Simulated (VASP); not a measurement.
# Sn (I4_1/amd) in VASP: further runs

Runs on Sn. Level: PBEsol. Tasks: single point.

Program: VASP 6.6.1. These are calculated values, not measurements. Logs are shortened: lines on timing, memory, paths and dates and some standing lists are left out, and cuts for length are marked.

## Step 1: The cell of the first run

The structure is tetragonal, space group I4_1/amd (No. 141). The conventional cell has a = 5.458 Å, b = 5.458 Å, c = 2.915 Å, α = 90.00°, β = 90.00°, γ = 90.00°. Sn (site symmetry -4m2) has 10 Sn at 2.82 to 3.50 Å within 3.7 Å.

## Step 2: Single point, PBEsol

File INCAR:

```
ALGO = Normal ; EDIFF = 1E-6
ENCUT = 520 ; GGA = PS
ISIF = 2 ; ISMEAR = -1
LASPH = T ; LCHARG = F
LREAL = F ; LWAVE = F
NBANDS = 21 ; NELM = 80
PREC = Accurate ; SIGMA = 0.05
```

File KPOINTS:

```
k-points
0
Gamma
  9 9 9
```

File POSCAR:

```
Sn
1.0
   -2.7287719019      2.7287719019      1.4576654974
    2.7287719019     -2.7287719019      1.4576654974
    2.7287719019      2.7287719019     -1.4576654974
Sn
2
Direct
    0.0000000000      0.0000000000      0.0000000000
    0.7500000000      0.2500000000      0.5000000000
```

Potentials or basis: VASP PAW PBE potentials, release 64 (Sn_d).

Command:

```console
$ cat potpaw_PBE.64/Sn_d/POTCAR > POTCAR
$ mpirun -np 1 vasp_std > vasp.out
```

OUTCAR:

```text
EDIFF = 1E-6
   ENCUT = 520
   GGA = PS
   ISIF = 2
   ISMEAR = -1
   LASPH = T
   LREAL = F
   NELM = 80
   PREC = Accurate

 ion  position               nearest neighbor table
   1  0.000  0.000  0.000-   2 2.82   2 2.82   2 2.82   2 2.82   2 3.50   2 3.50   2 3.50   2 3.50

   2  0.750  0.250  0.500-   1 2.82   1 2.82   1 2.82   1 2.82   1 3.50   1 3.50   1 3.50   1 3.50

  LATTYP: Found a body centered tetragonal cell.
 ALAT       =     5.4575438038
 C/A-ratio  =     0.5341837097

  Lattice vectors:

 A1 = (  -2.7287719019,   2.7287719019,   1.4576654974)
 A2 = (   2.7287719019,  -2.7287719019,   1.4576654974)
 A3 = (   2.7287719019,   2.7287719019,  -1.4576654974)

Analysis of symmetry for initial positions (statically):
=====================================================================
 Subroutine PRICEL returns:
 Original cell was already a primitive cell.

 Routine SETGRP: Setting up the symmetry group for a
 body centered tetragonal supercell.

 Subroutine GETGRP returns: Found 16 space group operations
 (whereof  8 operations were pure point group operations)
 out of a pool of 16 trial point group operations.

The static configuration has the point symmetry D_2d.
 The point group associated with its full space group is D_4h.

Analysis of symmetry for dynamics (positions and initial velocities):
=====================================================================
 Subroutine PRICEL returns:
 Original cell was already a primitive cell.

 Routine SETGRP: Setting up the symmetry group for a
 body centered tetragonal supercell.

 Subroutine GETGRP returns: Found 16 space group operations
 (whereof  8 operations were pure point group operations)
 out of a pool of 16 trial point group operations.

The dynamic configuration has the point symmetry D_2d.
 The point group associated with its full space group is D_4h.

 Subroutine INISYM returns: Found 16 space group operations
 (whereof  8 operations are pure point group operations),
 and found     1 'primitive' translations

----------------------------------------------------------------------------------------

                                     Primitive cell

  volume of cell :      43.4163

  direct lattice vectors                    reciprocal lattice vectors
    -2.728771902  2.728771902  1.457665497     0.000000000  0.183232611  0.343014224
     2.728771902 -2.728771902  1.457665497     0.183232611  0.000000000  0.343014224
     2.728771902  2.728771902 -1.457665497     0.183232611  0.183232611  0.000000000

  length of vectors
     4.125188588  4.125188588  4.125188588     0.388886806  0.388886806  0.259130043

  position of ions in fractional coordinates (direct lattice)
     0.000000000  0.000000000  0.000000000
     0.750000000  0.250000000  0.500000000

  ion indices of the primitive-cell ions
   primitive index   ion index
                 1           1
                 2           2

----------------------------------------------------------------------------------------

 KPOINTS: k-points

Automatic generation of k-mesh.
 Grid dimensions read from file:
 generate k-points for:    9    9    9

 Generating k-lattice:

  Cartesian coordinates                     Fractional coordinates (reciprocal lattice)
     0.000000000  0.020359179  0.038112692     0.111111111 -0.000000000  0.000000000
     0.020359179  0.000000000  0.038112692    -0.000000000  0.111111111  0.000000000
     0.020359179  0.020359179  0.000000000     0.000000000  0.000000000  0.111111111

  Length of vectors
     0.043209645  0.043209645  0.028792227

  Shift w.r.t. Gamma in fractional coordinates (k-lattice)
     0.000000000  0.000000000  0.000000000

 Subroutine IBZKPT returns following result:
 ===========================================

 Found     75 irreducible k-points:

 Following reciprocal coordinates:
            Coordinates               Weight
  0.000000  0.000000  0.000000      1.000000
  0.111111  0.000000 -0.000000      8.000000
  0.222222  0.000000 -0.000000      8.000000
  0.333333  0.000000 -0.000000      8.000000
  0.444444  0.000000 -0.000000      8.000000
  0.111111  0.111111 -0.000000      8.000000
[... 16 lines left out ...]
 -0.333333  0.333333  0.000000      4.000000
  0.444444  0.444444  0.000000      8.000000
 [... further k-points ...]
   k-points           NKPTS =     75   k-points in BZ     NKDIM =     75   number of bands    NBANDS=     21
   number of dos      NEDOS =    301   number of ions     NIONS =      2
   total plane-waves  NPLWV =  32768
   dimension x,y,z NGX =    32 NGY =   32 NGZ =   32
   dimension x,y,z NGXF=    64 NGYF=   64 NGZF=   64
   ions per type =               2
   NGX,Y,Z   is equivalent  to a cutoff of  12.90, 12.90, 12.90 a.u.
   NGXF,Y,Z  is equivalent  to a cutoff of  25.79, 25.79, 25.79 a.u.
 SYSTEM =  unknown system
   PREC   = accura    normal or accurate (medium, high low for compatibility)
   ISTART =      0    job   : 0-new  1-cont  2-samecut
   ICHARG =      2    charge: 1-file 2-atom 10-const
   ISPIN  =      1    spin polarized calculation?
   LNONCOLLINEAR =      F non collinear calculations
   LSORBIT =      F    spin-orbit coupling
   LASPH  =      T    aspherical Exc in radial PAW
   ENCUT  =  520.0 eV  38.22 Ry    6.18 a.u.   7.67  7.67  7.67*2*pi/ulx,y,z
   NELM   =     80;   NELMIN=  2; NELMDL= -5     # of ELM steps
   EDIFF  = 0.1E-05   stopping-criterion for ELM
   LREAL  =      F    real-space projection
[... 7 lines left out ...]
   TEBEG  =    0.0;   TEEND  =   0.0 temperature during run
   PSTRESS=    0.0 pullay stress
   NELECT =      28.0000    total number of electrons
   NUPDOWN=      -1.0000    fix difference up-down
   EMIN   =  10.00;   EMAX   =-10.00  energy-range for DOS
   EFERMI =   0.00;   METHOD = LEGACY
   ISMEAR =    -1;   SIGMA  =   0.05  broadening in eV -4-tet -1-fermi 0-gaus
   EFERMI_NEDOS =   21; number of points for ismear=-14 and -15
   IALGO  =     38    algorithm
   IMIX   =      4    mixing-type and parameters
     AMIX     =   0.40;   BMIX     =  1.00
     AMIX_MAG =   1.60;   BMIX_MAG =  1.00
  volume/ion in A,a.u.               =      21.71       146.49
  Fermi-wavevector in a.u.,A,eV,Ry     =   1.414415  2.672856 27.219389  2.000569
  Thomas-Fermi vector in A             =   2.535959
   LORBIT       =      0    0 simple, 1 ext, 2 COOP (PROOUT), +10 PAW based schemes
   GGA     = PS    functional components
   LHFCALC =     F    Hartree Fock is set to
   AEXX    =    0.0000 exact exchange contribution
   IVDW    =     0    specifies the selected vdW correction
   LEPSILON=     F    determine dielectric tensor
   LRPA    =     F    only Hartree local field effects (RPA)
 non-spin polarized calculation
  energy-cutoff  :      520.00
  volume of cell :       43.42
 maximum number of plane-waves:      1190
   NGX = 15   NGY = 15   NGZ = 15

 number of electron      28.0000009 magnetization

 Free energy of the ion-electron system (eV)
  ---------------------------------------------------
  ext. energy  EPLUGINS =         0.00000000
  ---------------------------------------------------
  free energy    TOTEN  =        -7.99157895 eV

  energy without entropy =       -7.98672250  energy(sigma->0) =       -7.98915073

 E-fermi :  10.9398     XC(G=0): -11.5472

 val. band max:       10.9109662245   @ k =   0.4444   0.4444   0.0000
 cond. band min:      10.9407976040   @ k =   0.3333   0.3333  -0.0000
 fundamental gap:      0.0298313796
 Fermi energy:        10.9397645866

 k-point     1 :       0.0000    0.0000    0.0000
  band No.  band energies     occupation
      1     -11.1196      2.00000
      2     -10.9958      2.00000
      3     -10.9173      2.00000
      4     -10.9170      2.00000
      5     -10.5630      2.00000
      6     -10.5630      2.00000
[... 13 lines left out ...]
     20      21.7392      0.00000
     21      22.5727      0.00000

 k-point     2 :       0.1111    0.0000   -0.0000
  band No.  band energies     occupation
      1     -11.1054      2.00000
      2     -10.9446      2.00000
      3     -10.8980      2.00000
      4     -10.8540      2.00000
      5     -10.6051      2.00000
      6     -10.5981      2.00000
[... 13 lines left out ...]
     20      20.4150      0.00000
     21      20.6273      0.00000

 k-point     3 :       0.2222    0.0000   -0.0000
  band No.  band energies     occupation
      1     -11.0639      2.00000
      2     -10.8505      2.00000
      3     -10.8349      2.00000
      4     -10.7398      2.00000
      5     -10.6822      2.00000
      6     -10.6137      2.00000
[... 13 lines left out ...]
     20      18.9812      0.00000
     21      20.0893      0.00000

 k-point     4 :       0.3333    0.0000   -0.0000
  band No.  band energies     occupation
      1     -11.0188      2.00000
      2     -10.8220      2.00000
      3     -10.7909      2.00000
      4     -10.7642      2.00000
      5     -10.7279      2.00000
      6     -10.6426      2.00000
[... 13 lines left out ...]
     20      18.0179      0.00000
     21      21.5823      0.00000

 k-point     5 :       0.4444    0.0000   -0.0000
  band No.  band energies     occupation
      1     -10.9899      2.00000
      2     -10.8516      2.00000
      3     -10.8497      2.00000
      4     -10.7648      2.00000
      5     -10.6981      2.00000
      6     -10.6775      2.00000
[... 13 lines left out ...]
     20      20.0544      0.00000
     21      22.6412      0.00000
[... 382 lines left out ...]
     20      22.0168      0.00000
     21      23.3418      0.00000

 k-point    22 :      -0.4444    0.3333   -0.0000
  band No.  band energies     occupation
      1     -10.9636      2.00000
      2     -10.9342      2.00000
      3     -10.9128      2.00000
      4     -10.7287      2.00000
      5     -10.7175      2.00000
      6     -10.5736      2.00000
[... 13 lines left out ...]
     20      23.5148      0.00000
     21      24.6340      0.00000

 k-point    23 :      -0.3333    0.3333    0.0000
  band No.  band energies     occupation
      1     -11.0087      2.00000
      2     -10.9732      2.00000
      3     -10.9616      2.00000
      4     -10.7772      2.00000
      5     -10.6601      2.00000
      6     -10.5470      2.00000
[... 13 lines left out ...]
     20      22.3255      0.00000
     21      22.4762      0.00000

 k-point    24 :       0.4444    0.4444    0.0000
  band No.  band energies     occupation
      1     -10.9557      2.00000
      2     -10.9518      2.00000
      3     -10.8159      2.00000
      4     -10.8115      2.00000
      5     -10.6499      2.00000
      6     -10.6368      2.00000
[... 13 lines left out ...]
     20      22.8807      0.00000
     21      24.2229      0.00000

 [... further k-points ...]
[... 5 lines left out ...]
  --------------------------------------------------------------------------------------
  -------------------------------------------------------------------------------------
  Total        5.3844627      5.3844627      5.3982907      0.0000000      0.0000000      0.0000000
  in kB      198.7012580    198.7012580    199.2115523      0.0000000      0.0000000      0.0000000
  external PRESSURE =     198.8713561 kB  Pullay stress =       0.0000000 kB

 VOLUME and BASIS-vectors are now :
 -----------------------------------------------------------------------------
  energy-cutoff  :      520.00
  volume of cell :       43.42
      direct lattice vectors                 reciprocal lattice vectors
    -2.728771902  2.728771902  1.457665497     0.000000000  0.183232611  0.343014224
     2.728771902 -2.728771902  1.457665497     0.183232611  0.000000000  0.343014224
     2.728771902  2.728771902 -1.457665497     0.183232611  0.183232611  0.000000000

 POSITION                                       TOTAL-FORCE (eV/Angst)
 -----------------------------------------------------------------------------------
      0.00000      0.00000      0.00000        -0.000000      0.000000      0.000000
      0.00000      2.72877      0.72883         0.000000     -0.000000     -0.000000
 -----------------------------------------------------------------------------------
    total drift:                                0.000000     -0.000000      0.000000

  FREE ENERGIE OF THE ION-ELECTRON SYSTEM (eV)
  ---------------------------------------------------
  free  energy   TOTEN  =        -7.9915789484 eV

  energy  without entropy=       -7.9867225025  energy(sigma->0) =       -7.98915073
```

It took 46 s on 1 thread of Intel Xeon Platinum 8259CL at 2.50GHz (Skylake/Cascade Lake), shared host; peak memory 0.2 GiB.

What came out:

| Item | Value |
| --- | --- |
| Free energy | -7.9916 eV |
| Pressure | 19.9 GPa |
| Band gap on the k mesh | zero (band 14 reaches 12.50 eV, above the bottom of band 15 at 7.24 eV) |

Caveat: the PAW data sets were made with another functional, which shifts forces and pressure a little; spin-orbit coupling is left out, which moves the levels of the heavy elements.

[end of part 1 of 2]
